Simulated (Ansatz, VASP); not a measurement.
One calculation of NaI, two programs

```
CELL_PARAMETERS angstrom
0.00000 3.18785 3.33349
3.18785 0.00000 3.33349
3.18785 3.18785 0.00000
ATOMIC_POSITIONS crystal
Na 0.00000 0.00000 0.00000
I 0.50000 0.50000 0.50000
```

Change from the starting cell: strain -0.015 along x and y, +0.030 along z, atoms carried along.

Alike in both runs: task single point; functional r2SCAN; k mesh 6 × 6 × 6; occupations gaussian, width 0.05 eV; no spin polarisation.

|  | VASP | Ansatz |
| --- | --- | --- |
| version | VASP 6.6.1 | Ansatz 0.2.0 |
| potentials or method | VASP PAW PBE potentials, release 64 (Na_pv, I), cutoff 520 eV | scalar-relativistic, plane waves, PAW |
| valence electrons in the cell | 14 | 26 |

```tsv
	VASP	Ansatz	Ansatz less VASP
gap on the k mesh at the Fermi level (eV)	4.42	4.41	-0.009
least direct gap on the mesh (eV)	4.42	4.41	-0.009
pressure (GPa)	-0.1	0.0	+0.11
traceless stress, the component that is largest in VASP (GPa)	-0.77	-0.75	+0.018
```

VASP's potentials were made for PBE, not for r2SCAN. The functional is the same, so the differences come from potentials, cutoffs and numerics. VASP's potentials hold 14 valence electrons a cell and Ansatz's 26, so a difference there can come from the potentials and not from the codes.

Spin-orbit coupling is off throughout.
